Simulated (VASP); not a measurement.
Set up this calculation in VASP 6.6.1, as the native input.

| Property | Result |
| --- | --- |
| Task | single point |
| Functional | LDA |
| Potentials or basis | VASP PAW LDA potentials, release 64 (Ga_d, Tc_pv) |
| Cutoff | 520 eV |
| k mesh | 9 × 9 × 9 |
| Occupations | fermi-dirac, width 0.1 eV |
| Spin | no spin polarisation |
| Dipole correction | no |
| Further INCAR settings | ALGO = Normal; EDIFF = 1e-06; NBANDS = 34 |

The structure of Ga3Tc lies in POSCAR:

```
Ga3Tc
1.0
   -1.8956460000      1.8956460000      4.0457480000
    1.8956460000     -1.8956460000      4.0457480000
    1.8956460000      1.8956460000     -4.0457480000
Ga Tc
3 1
Direct
    0.7500000000      0.2500000000      0.5000000000
    0.2500000000      0.7500000000      0.5000000000
    0.5000000000      0.5000000000      0.0000000000
    0.0000000000      0.0000000000      0.0000000000
```

The input as run:

INCAR

```
SYSTEM = Ga3Tc
PREC = Accurate
ENCUT = 520
EDIFF = 1E-6
ISMEAR = -1
SIGMA = 0.1
LREAL = .False.
LASPH = .True.
NELM = 100
ALGO = Normal
ISIF = 2
LWAVE = .False.
LCHARG = .False.
GGA = CA
NBANDS = 34
```

KPOINTS

```
Automatic mesh
0
Gamma
  9 9 9
  0 0 0
```

Potentials or basis: VASP PAW LDA potentials, release 64 (Ga_d, Tc_pv).

Command:

```bash
$ cat potpaw_LDA.64/Ga_d/POTCAR potpaw_LDA.64/Tc_pv/POTCAR > POTCAR
$ mpirun -np 1 vasp_std > vasp.out
```

Results of the run:

```json
{
  "Pressure": "-5.1 GPa",
  "Band gap on the k mesh": "zero (bands 26 and 27 overlap by 1.54 eV)"
}
```

Caveat: the cell stands under tension.

Wall time 3.8 min on 1 thread of Intel Xeon 8259CL, on a shared host, peak memory 0.26 GiB.
